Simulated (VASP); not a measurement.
# C in VASP: single point with PBE+D3(BJ)

Aim: the single point of C with PBE+D3(BJ).

All numbers are computed with VASP 6.6.1; they aren't measurements. Logs are shortened: lines on timing, memory, paths and dates and some standing lists are left out, and cuts for length are marked.

**1. The cell of the first run**

The cell holds a slab with vacuum, 4 atoms: a = 2.466 Å, b = 2.466 Å, c = 17.500 Å, α = 90.00°, β = 90.00°, γ = 120.00°.

**2. Single point, PBE+D3(BJ) (layers slid over each other)**

Contents of INCAR:

```
ALGO     = Normal         # electronic algorithm
DIPOL    = 0.5 0.5 0.349
EDIFF    = 1E-6           # SCF threshold, eV
ENCUT    = 520            # plane-wave cutoff, eV
GGA      = PE             # functional
IDIPOL   = 3            
ISIF     = 2              # what is computed and relaxed
ISMEAR   = 0              # smearing method
IVDW     = 12             # dispersion correction
LASPH    = True           # aspherical terms in the spheres
LCHARG   = False          # write CHGCAR
LDIPOL   = True         
LREAL    = False          # projectors in reciprocal space
LWAVE    = False          # write WAVECAR
NBANDS   = 16             # bands
NELM     = 80             # most SCF steps
PREC     = Accurate       # precision mode
SIGMA    = 0.1            # smearing width, eV
```

Contents of KPOINTS:

```
k-points
0
Gamma
  15 15 1
```

Contents of POSCAR:

```
C
1.0
    2.4656524409      0.0000000000      0.0000000000
   -1.2328262205      2.1353176507      0.0000000000
    0.0000000000      0.0000000000     17.5000663885
C
4
Direct
    0.6666666667      0.3333333333      0.2571437784
    0.3333333333      0.6666666667      0.2571418816
    0.6666666667      0.5000000000      0.4405735508
    1.0000000000      0.1666666667      0.4405716540
```

Potentials or basis: VASP PAW PBE potentials, release 64 (C).

Command:

```console
$ cat potpaw_PBE.64/C/POTCAR > POTCAR
$ mpirun -np 1 vasp_std > vasp.out
```

OUTCAR:

```text
EDIFF = 1E-6
   ENCUT = 520
   GGA = PE
   ISIF = 2
   ISMEAR = 0
   IVDW = 12
   LASPH = True
   LREAL = False
   NELM = 80
   PREC = Accurate
 IVDW          = 12

 ion  position               nearest neighbor table
   1  0.667  0.333  0.257-   2 1.42   2 1.42   2 1.42
   2  0.333  0.667  0.257-   1 1.42   1 1.42   1 1.42
   3  0.667  0.500  0.441-   4 1.42   4 1.42   4 1.42
   4  0.000  0.167  0.441-   3 1.42   3 1.42   3 1.42

  LATTYP: Found a hexagonal cell.
 ALAT       =     2.4656524409
 C/A-ratio  =     7.0975398228

  Lattice vectors:

 A1 = (   2.4656524409,   0.0000000000,   0.0000000000)
 A2 = (  -1.2328262205,   2.1353176507,   0.0000000000)
 A3 = (   0.0000000000,   0.0000000000,  17.5000663885)

Analysis of symmetry for initial positions (statically):
=====================================================================
 Subroutine PRICEL returns:
 Original cell was already a primitive cell.

 Routine SETGRP: Setting up the symmetry group for a
 hexagonal supercell.

 Subroutine GETGRP returns: Found  2 space group operations
 (whereof  1 operations were pure point group operations)
 out of a pool of 24 trial point group operations.

The static configuration has the point symmetry C_1 .
 The point group associated with its full space group is S_2 .

Analysis of symmetry for dynamics (positions and initial velocities):
=====================================================================
 Subroutine PRICEL returns:
 Original cell was already a primitive cell.

 Routine SETGRP: Setting up the symmetry group for a
 hexagonal supercell.

 Subroutine GETGRP returns: Found  2 space group operations
 (whereof  1 operations were pure point group operations)
 out of a pool of 24 trial point group operations.

The dynamic configuration has the point symmetry C_1 .
 The point group associated with its full space group is S_2 .

 Subroutine INISYM returns: Found  2 space group operations
 (whereof  1 operations are pure point group operations),
 and found     1 'primitive' translations

----------------------------------------------------------------------------------------

                                     Primitive cell

  volume of cell :      92.1370

[... 98 lines left out ...]
   ISIF   =      2    stress and relaxation
   ISYM   =      2    0-nonsym 1-usesym 2-fastsym
   POTIM  = 0.5000    time-step for ionic-motion
   TEBEG  =    0.0;   TEEND  =   0.0 temperature during run
   PSTRESS=    0.0 pullay stress
   NELECT =      16.0000    total number of electrons
   NUPDOWN=      -1.0000    fix difference up-down
   EMIN   =  10.00;   EMAX   =-10.00  energy-range for DOS
   EFERMI =   0.00;   METHOD = LEGACY
   ISMEAR =     0;   SIGMA  =   0.10  broadening in eV -4-tet -1-fermi 0-gaus
   EFERMI_NEDOS =   21; number of points for ismear=-14 and -15
   IALGO  =     38    algorithm
   IMIX   =      4    mixing-type and parameters
     AMIX     =   0.40;   BMIX     =  1.00
     AMIX_MAG =   1.60;   BMIX_MAG =  1.00
  volume/ion in A,a.u.               =      23.03       155.44
  Fermi-wavevector in a.u.,A,eV,Ry     =   0.913349  1.725980 11.350070  0.834207
  Thomas-Fermi vector in A             =   2.037850
   LORBIT       =      0    0 simple, 1 ext, 2 COOP (PROOUT), +10 PAW based schemes
   GGA     = PE    functional components
   LHFCALC =     F    Hartree Fock is set to
   AEXX    =    0.0000 exact exchange contribution
   IVDW    =    12    specifies the selected vdW correction
   LEPSILON=     F    determine dielectric tensor
   LRPA    =     F    only Hartree local field effects (RPA)
 non-spin polarized calculation
 Gauss-broadening in eV      SIGMA  =   0.10
  energy-cutoff  :      520.00
  volume of cell :       92.14
 maximum number of plane-waves:      2516
   NGX =  9   NGY =  9   NGZ = 65

 dipolmoment           0.000000      0.000000      0.000234 electrons x Angstroem

 number of electron      15.9999996 magnetization

 dipolmoment           0.000000      0.000000     -0.000259 electrons x Angstroem

 Free energy of the ion-electron system (eV)
  ---------------------------------------------------
  ext. energy  EPLUGINS =         0.00000000
  ---------------------------------------------------
  free energy    TOTEN  =       -36.84815695 eV

  energy without entropy =      -36.84802621  energy(sigma->0) =      -36.84809158

 E-fermi :  -0.8577     XC(G=0):  -4.4044

 val. band max:       -1.0004622431   @ k =   0.3333   0.3333   0.0000
 cond. band min:      -0.7149748478   @ k =   0.3333   0.3333   0.0000
 fundamental gap:      0.2854873953
 Fermi energy:        -0.8577185457

 k-point     1 :       0.0000    0.0000    0.0000
  band No.  band energies     occupation
      1     -20.4664      2.00000
      2     -20.2555      2.00000
      3      -9.0410      2.00000
      4      -7.8334      2.00000
      5      -3.8842      2.00000
      6      -3.8761      2.00000
[... 433 lines left out ...]
      3      -8.6599      2.00000
      4      -7.4662      2.00000
      5      -5.0329      2.00000
      6      -5.0126      2.00000
[... 8 lines left out ...]
     15       7.7389      0.00000
     16       8.5842      0.00000

 [... further k-points ...]

------------------------ aborting loop because EDIFF is reached ----------------------------------------

 vacuum level on the upper side and lower side of the slab       (xc-potential included)        -0.169        -0.163

 Edisp (eV)   -0.49417

 E8    (eV) :    -0.1485

  FORCE on cell =-STRESS in cart. coord.  units (eV):
  Direction    XX          YY          ZZ          XY          YZ          ZX
  --------------------------------------------------------------------------------------
  -------------------------------------------------------------------------------------
  Total       0.12201     0.05929     0.27896    -0.01195    -0.03072     0.04908
  in kB       2.12168     1.03102     4.85086    -0.20788    -0.53425     0.85347
  external pressure =        2.67 kB  Pullay stress =        0.00 kB

 VOLUME and BASIS-vectors are now :
 -----------------------------------------------------------------------------
  energy-cutoff  :      520.00
  volume of cell :       92.14
      direct lattice vectors                 reciprocal lattice vectors
     2.465652441  0.000000000  0.000000000     0.405572166  0.234157199  0.000000000
    -1.232826221  2.135317651  0.000000000     0.000000000  0.468314398  0.000000000
     0.000000000  0.000000000 17.500066388     0.000000000  0.000000000  0.057142640

 POSITION                                       TOTAL-FORCE (eV/Angst)
 -----------------------------------------------------------------------------------
      1.23283      0.71177      4.50003        -0.007205      0.006126     -0.038311
     -0.00000      1.42355      4.50000        -0.008084      0.003446     -0.056337
      1.02736      1.06766      7.71007         0.007205     -0.006126      0.038311
     -0.20547      0.35589      7.71003         0.008084     -0.003446      0.056337
 -----------------------------------------------------------------------------------
    total drift:                               -0.000000      0.000007     -0.059250

  FREE ENERGIE OF THE ION-ELECTRON SYSTEM (eV)
  ---------------------------------------------------
  free  energy   TOTEN  =       -37.3423253325 eV

  energy  without entropy=      -37.3421945967  energy(sigma->0) =      -37.34225996

 vacuum level on the upper side and lower side of the slab         3.336         3.343
```

stdout:

```text
POSCAR found type information on POSCAR C
 POSCAR found :  1 types and       4 ions
 scaLAPACK will be used
 LDA part: xc-table for (Slater+PW92), standard interpolation
 POSCAR, INCAR and KPOINTS ok, starting setup
 FFT: planning ... GRIDC
 FFT: planning ... GRID_SOFT
 FFT: planning ... GRID
 WAVECAR not read
 entering main loop
```

Run time: 4.6 min. Hardware: 1 thread of Intel Xeon Platinum 8375C at 2.90GHz (Ice Lake), shared host; peak memory 0.27 GiB.

What came out:

```
Free energy                : -37.3423 eV
Largest force              : 0.057 eV/Å
Dispersion energy per atom : -0.124 eV
```

Forces in eV/Å, atoms in the order of the input:
```
C   -0.007  0.006 -0.038
C   -0.008  0.003 -0.056
C    0.007 -0.006  0.038
C    0.008 -0.003  0.056
```

Caveat: the cell differs from its parent crystal (layers slid over each other).
